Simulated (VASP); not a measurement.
# K (Fd-3m) in VASP: a series of runs, part 2 of 2

VASP 6.6.1.

### Step 4. Relaxation of cell and atoms, PBE, target pressure 2.5 GPa, at which the enthalpy is minimised

INCAR

```
PREC     = Accurate       # precision mode
ENCUT    = 600            # plane-wave cutoff, eV
EDIFF    = 1E-7           # SCF threshold, eV
ISMEAR   = -1             # smearing method
SIGMA    = 0.05           # smearing width, eV
LREAL    = False          # projectors in reciprocal space
LASPH    = True           # aspherical terms in the spheres
NELM     = 80             # most SCF steps
ALGO     = Normal         # electronic algorithm
ISIF     = 3              # what is computed and relaxed
LWAVE    = False          # write WAVECAR
LCHARG   = False          # write CHGCAR
GGA      = PE             # functional
IBRION   = 2              # ionic algorithm
NSW      = 32             # ionic steps
EDIFFG   = -0.005         # ionic threshold
PSTRESS  = 25.0
```

KPOINTS

```
Automatic mesh
0
Gamma
  8 8 8
```

POSCAR

```
K
1.0
    0.0000000000      3.8278316473      3.8278316473
    3.8278316473      0.0000000000      3.8278316473
    3.8278316473      3.8278316473      0.0000000000
K
2
Direct
   -0.1250000000     -0.1250000000     -0.1250000000
    0.1250000000      0.1250000000      0.1250000000
```

Potentials or basis: VASP PAW PBE potentials, release 64 (K_sv).

Launch:

```console
cat potpaw_PBE.64/K_sv/POTCAR > POTCAR
mpirun -np 1 vasp_std > vasp.out
```

OUTCAR:

```text
PREC = Accurate
   ENCUT = 600
   EDIFF = 1E-7
   ISMEAR = -1
   LREAL = False
   LASPH = True
   NELM = 80
   ISIF = 3
   GGA = PE
   IBRION = 2
   NSW = 32
   EDIFFG = -0.005
   PSTRESS = 25.0

 ion  position               nearest neighbor table
   1  0.875  0.875  0.875-   2 3.31   2 3.31   2 3.31   2 3.31
   2  0.125  0.125  0.125-   1 3.31   1 3.31   1 3.31   1 3.31

  LATTYP: Found a face centered cubic cell.
 ALAT       =     7.6556632946

  Lattice vectors:

 A1 = (   0.0000000000,   3.8278316473,   3.8278316473)
 A2 = (   3.8278316473,   0.0000000000,   3.8278316473)
 A3 = (   3.8278316473,   3.8278316473,   0.0000000000)

Analysis of symmetry for initial positions (statically):
=====================================================================
 Subroutine PRICEL returns:
 Original cell was already a primitive cell.

 Routine SETGRP: Setting up the symmetry group for a
 face centered cubic supercell.

 Subroutine GETGRP returns: Found 48 space group operations
 (whereof 12 operations were pure point group operations)
 out of a pool of 48 trial point group operations.
[... 181 lines left out ...]
      7     -15.5081      2.00000
      8     -15.5081      2.00000
      9      -1.8618      2.00000
     10       3.2883      0.00000
     11       3.2884      0.00000
     12       3.4924      0.00000
     13       3.4924      0.00000
[... 354 lines left out ...]
  band No.  band energies     occupation
      1     -32.2188      2.00000
      2     -32.1579      2.00000
      3     -15.9659      2.00000
      4     -15.9367      2.00000
      5     -15.8025      2.00000
      6     -15.5874      2.00000
      7     -15.4417      2.00000
      8     -15.4196      2.00000
      9       0.4585      1.93980
     10       0.5263      1.78528
     11       2.0304      0.00000
     12       2.7428      0.00000
     13       3.3460      0.00000

 [... further k-points ...]

------------------------ aborting loop because EDIFF is reached ----------------------------------------

  FORCE on cell =-STRESS in cart. coord.  units (eV):
  Direction    XX          YY          ZZ          XY          YZ          ZX
  --------------------------------------------------------------------------------------
  -------------------------------------------------------------------------------------
  Total        1.7575980      1.7575980      1.7575980      0.0000000      0.0000000     -0.0000000
  in kB       25.1039261     25.1039261     25.1039261      0.0000000      0.0000000     -0.0000000
  external PRESSURE =       0.1039261 kB  Pullay stress =      25.0000000 kB

 VOLUME and BASIS-vectors are now :
 -----------------------------------------------------------------------------
  energy-cutoff  :      600.00
  volume of cell :      112.17
      direct lattice vectors                 reciprocal lattice vectors
     0.000000000  3.827831647  3.827831647    -0.130622255  0.130622255  0.130622255
     3.827831647  0.000000000  3.827831647     0.130622255 -0.130622255  0.130622255
     3.827831647  3.827831647  0.000000000     0.130622255  0.130622255 -0.130622255

 POSITION                                       TOTAL-FORCE (eV/Angst)
 -----------------------------------------------------------------------------------
      6.69871      6.69871      6.69871         0.000000     -0.000000     -0.000000
      0.95696      0.95696      0.95696        -0.000000      0.000000      0.000000
 -----------------------------------------------------------------------------------
    total drift:                                0.000000      0.000000      0.000000

  FREE ENERGIE OF THE ION-ELECTRON SYSTEM (eV)
  ---------------------------------------------------
  free  energy   TOTEN  =        -0.9784546119 eV

  energy  without entropy=       -0.9663430321  energy(sigma->0) =       -0.97239882

  enthalpy is  TOTEN    =         0.7718672131 eV   P V=        1.7503218251

 reached required accuracy - stopping structural energy minimisation
```

Run time: 95 s. Hardware: 1 thread of Oxide Virtual Turin-like, shared host; peak memory 0.27 GiB.

What came out:

```yaml
Free_energy: -0.9785 eV
Pressure_after_relaxing: 2.5 GPa
Band_gap_on_the_k_mesh: zero (band 9 reaches 0.96 eV, above the bottom of band 10 at 0.28 eV)
```

Final structure:
```xyz
2
Lattice="0.0000 3.8278 3.8278 3.8278 0.0000 3.8278 3.8278 3.8278 0.0000" Properties=species:S:1:pos:R:3 pbc="T T T"
K     6.6987    6.6987    6.6987
K     0.9570    0.9570    0.9570
```

Caveat: the relaxation stopped at its first step, so nothing moved; the cell is relaxed towards a set pressure, so the enthalpy falls and the energy may rise.

### Step 5. Relaxation of cell and atoms, PBE, target pressure 2.5 GPa, at which the enthalpy is minimised

This run uses another cell than the first one, of 57.59 Å³/atom, 1.027 times its volume.

INCAR

```
PREC = Accurate
ENCUT = 600
EDIFF = 1E-7
ISMEAR = -1
SIGMA = 0.05
LREAL = False
LASPH = True
NELM = 80
ALGO = Normal
ISIF = 3
LWAVE = False
LCHARG = False
GGA = PE
IBRION = 2
NSW = 60
EDIFFG = -0.005
PSTRESS = 25.0
```

KPOINTS is that of step 4.

POSCAR

```
K
1.0
    0.0000000000      3.8616251267      3.8616251267
    3.8616251267      0.0000000000      3.8616251267
    3.8616251267      3.8616251267      0.0000000000
K
2
Direct
   -0.1250000000     -0.1250000000     -0.1250000000
    0.1250000000      0.1250000000      0.1250000000
```

Potentials or basis: VASP PAW PBE potentials, release 64 (K_sv).

Launch:

```console
cat potpaw_PBE.64/K_sv/POTCAR > POTCAR
mpirun -np 1 vasp_std > vasp.out
```

OUTCAR:

```text
PREC = Accurate
   ENCUT = 600
   EDIFF = 1E-7
   ISMEAR = -1
   LREAL = False
   LASPH = True
   NELM = 80
   ISIF = 3
   GGA = PE
   IBRION = 2
   NSW = 60
   EDIFFG = -0.005
   PSTRESS = 25.0

 ion  position               nearest neighbor table
   1  0.875  0.875  0.875-   2 3.34   2 3.34   2 3.34   2 3.34
   2  0.125  0.125  0.125-   1 3.34   1 3.34   1 3.34   1 3.34

  LATTYP: Found a face centered cubic cell.
 ALAT       =     7.7232502534

  Lattice vectors:

 A1 = (   0.0000000000,   3.8616251267,   3.8616251267)
 A2 = (   3.8616251267,   0.0000000000,   3.8616251267)
 A3 = (   3.8616251267,   3.8616251267,   0.0000000000)

Analysis of symmetry for initial positions (statically):
=====================================================================
 Subroutine PRICEL returns:
[... 269 lines left out ...]
      1     -32.2769      2.00000
      2     -32.1054      2.00000
      3     -15.8724      2.00000
      4     -15.8724      2.00000
      5     -15.8724      2.00000
      6     -15.5117      2.00000
      7     -15.5117      2.00000
      8     -15.5117      2.00000
      9      -1.8641      2.00000
     10       3.2851      0.00000
     11       3.2851      0.00000
     12       3.4876      0.00000
     13       3.4876      0.00000
[... 354 lines left out ...]
  band No.  band energies     occupation
      1     -32.2217      2.00000
      2     -32.1611      2.00000
      3     -15.9680      2.00000
      4     -15.9389      2.00000
      5     -15.8052      2.00000
      6     -15.5908      2.00000
      7     -15.4456      2.00000
      8     -15.4236      2.00000
      9       0.4551      1.93911
     10       0.5212      1.78919
     11       2.0266      0.00000
     12       2.7377      0.00000
     13       3.3404      0.00000

 [... further k-points ...]

------------------------ aborting loop because EDIFF is reached ----------------------------------------

  FORCE on cell =-STRESS in cart. coord.  units (eV):
  Direction    XX          YY          ZZ          XY          YZ          ZX
  --------------------------------------------------------------------------------------
  -------------------------------------------------------------------------------------
  Total        1.7532261      1.7532261      1.7532261     -0.0000000      0.0000000      0.0000000
  in kB       25.0063145     25.0063145     25.0063145     -0.0000000      0.0000000      0.0000000
  external PRESSURE =       0.0063145 kB  Pullay stress =      25.0000000 kB
[... 21 lines left out ...]
  energy  without entropy=       -0.9689244953  energy(sigma->0) =       -0.97497240

  enthalpy is  TOTEN    =         0.7717631069 eV   P V=        1.7527834201

 reached required accuracy - stopping structural energy minimisation
```

OSZICAR:

```text
N       E                     dE             d eps       ncg     rms          rms(c)
DAV:   1     0.130568024636E+03    0.13057E+03   -0.85639E+03   754   0.125E+03
DAV:   2     0.941517399660E+01   -0.12115E+03   -0.11886E+03   845   0.332E+02
DAV:   3     0.192272496645E+00   -0.92229E+01   -0.90484E+01  1176   0.737E+01
[... 28 lines left out ...]
DAV:   5    -0.980976999986E+00   -0.15251E-03   -0.17503E-03  1443   0.260E-01    0.458E-02
DAV:   6    -0.981020218863E+00   -0.43219E-04   -0.61977E-05  1118   0.399E-02    0.836E-03
DAV:   7    -0.981020762601E+00   -0.54374E-06   -0.29135E-06   974   0.132E-02    0.112E-03
DAV:   8    -0.981021137338E+00   -0.37474E-06   -0.54517E-07  1042   0.490E-03    0.345E-03
DAV:   9    -0.981020310901E+00    0.82644E-06   -0.10494E-07   637   0.344E-03    0.155E-04
DAV:  10    -0.981020313243E+00   -0.23417E-08   -0.17447E-08   462   0.118E-03
   3 F= 0.77176311E+00 E0= 0.77781102E+00  d E =-.164056E-02
```

CONTCAR:

```text
K
   1.00000000000000
    -0.0000000000000000    3.8296252522742473    3.8296252522742473
     3.8296252522742473    0.0000000000000000    3.8296252522742473
     3.8296252522742473    3.8296252522742473    0.0000000000000000
  K
     2
Direct
     0.8750000000000000    0.8750000000000000    0.8750000000000000
     0.1250000000000000    0.1250000000000000    0.1250000000000000

  0.00000000E+00  0.00000000E+00  0.00000000E+00
  0.00000000E+00  0.00000000E+00  0.00000000E+00
```

Run time: 3.3 min. Hardware: 1 thread of Oxide Virtual Turin-like, shared host; peak memory 0.31 GiB.

Results:

* Free energy: -0.9810 eV
* Relaxed volume: 56.17 Å³/atom
* Relaxed cell: a = 5.416 Å, b = 5.416 Å, c = 5.416 Å, α = 60.00°, β = 60.00°, γ = 60.00°
* Space group after relaxing (to 0.05 Å): Fd-3m (No. 227)
* Energy change on relaxing (the enthalpy is what falls): +21.3 meV/atom
* Ionic steps: 3
* Pressure after relaxing: 2.5 GPa
* Band gap on the k mesh: zero (band 9 reaches 0.96 eV, above the bottom of band 10 at 0.28 eV)

Step by step:
```csv
step,energy change (eV),largest force (eV/Å),pressure (GPa),volume (Å³)
1,0.0000,0.0000,2.32,115.17
2,0.0161,0.0000,2.39,114.07
3,0.0427,0.0000,2.50,112.33
```

Final structure:
```
CELL_PARAMETERS angstrom
0.00000 3.82963 3.82963
3.82963 0.00000 3.82963
3.82963 3.82963 0.00000
ATOMIC_POSITIONS crystal
K 0.87500 0.87500 0.87500
K 0.12500 0.12500 0.12500
```

Levels at points of the mesh, in eV from the Fermi level:
```
           k point  band 5  band 6  band 7  band 8  band 9  band 10  band 11  band 12  band 13
(0.00, 0.00, 0.00)  -16.50  -16.14  -16.14  -16.14   -2.49     2.66     2.66     2.86     2.86
(0.50, 0.00, 0.00)  -16.52  -16.14  -16.09  -16.09   -0.48    -0.35     2.07     2.07     3.23
(0.50, 0.50, 0.00)  -16.33  -16.33  -16.04  -16.04    0.07     0.07     1.72     1.72     2.88
```

Caveat: the cell is relaxed towards a set pressure, so the enthalpy falls and the energy may rise.

### Step 6. Summary

```tsv
task	cell	cutoff (eV)	gap on the mesh (eV)	pressure (GPa)
single point	a = 5.413 Å, angles 60.0°, 2 atoms	520	none	2.5
relaxation of cell and atoms	relaxed to 2.5 GPa from a = 5.413 Å, angles 60.0°, 2 atoms	600	none	2.5
relaxation of cell and atoms	relaxed to 2.5 GPa from a = 5.461 Å, angles 60.0°, 2 atoms	600	none	2.5
```

Alike in all rows: level PBE; potentials or basis VASP PAW PBE potentials, release 64 (K_sv); no spin polarisation; k mesh 8 × 8 × 8; smearing fermi-dirac 0.05 eV.

Caveats: the cell is relaxed towards a set pressure, so the enthalpy falls and the energy may rise (some runs); the relaxation stopped at its first step, so nothing moved (some runs).

Total energies depend on the potentials used, so only differences within one code and one set of settings carry meaning.
